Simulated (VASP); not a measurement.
A run of VASP 6.6.1 is set up as follows.

Contents of INCAR:

```
SYSTEM = Si4F
PREC     = Accurate       ! precision mode
ENCUT    = 520            ! plane-wave cutoff, eV
EDIFF    = 1E-6           ! SCF threshold, eV
ISMEAR   = 0              ! smearing method
SIGMA    = 0.05           ! smearing width, eV
LREAL    = .False.        ! projectors in reciprocal space
LASPH    = .True.         ! aspherical terms in the spheres
NELM     = 150            ! most SCF steps
ALGO     = Normal         ! electronic algorithm
ISIF     = 2              ! what is computed and relaxed
LWAVE    = .False.        ! write WAVECAR
LCHARG   = .False.        ! write CHGCAR
ISPIN    = 2              ! spin polarisation
MAGMOM   = 0 0 0 0 1      ! initial moments
LORBIT   = 11             ! projections on sites
LDIPOL   = .True.       
IDIPOL   = 3            
DIPOL    = 0.5 0.5 0.326
GGA      = PE             ! functional
IVDW     = 12             ! dispersion correction
NBANDS   = 24             ! bands
```

KPOINTS

```
Automatic mesh
0
Gamma
  9 9 1
  0 0 0
```

File POSCAR:

```
Si4F
1.0
    3.8333442603      0.0000000000      0.0000000000
   -1.9166721302      3.3197735109      0.0000000000
    0.0000000000      0.0000000000     20.9083834853
Si F
4 1
Direct
    0.3333333333      0.6666666667      0.1913108205
    0.0000000000      0.0000000000      0.2287349533
    0.0000000000      0.0000000000      0.3468742271
    0.6666666667      0.3333333333      0.3782398334
    1.0000000000      1.0000000000      0.4834607846
```

Potentials or basis: VASP PAW PBE potentials, release 64 (Si, F).

Command:

```bash
$ cat potpaw_PBE.64/Si/POTCAR potpaw_PBE.64/F/POTCAR > POTCAR
$ mpirun -np 1 vasp_std > vasp.out
```

Problem. What does it give for the dispersion energy per atom?

Solution. -0.217 eV.

Problem. Estimate the site moments.

Solution. Si +0.15, +0.01, +0.03 (each value once); F +0.23 μB.

Problem. Estimate the largest force.

Solution. 2.003 eV/Å.

Forces in eV/Å, atoms in the order of the input:
```
Si   0.000  0.000  0.482
Si   0.000  0.000 -0.224
Si   0.000  0.000  0.580
Si   0.000  0.000  1.165
F    0.000  0.000 -2.003
```
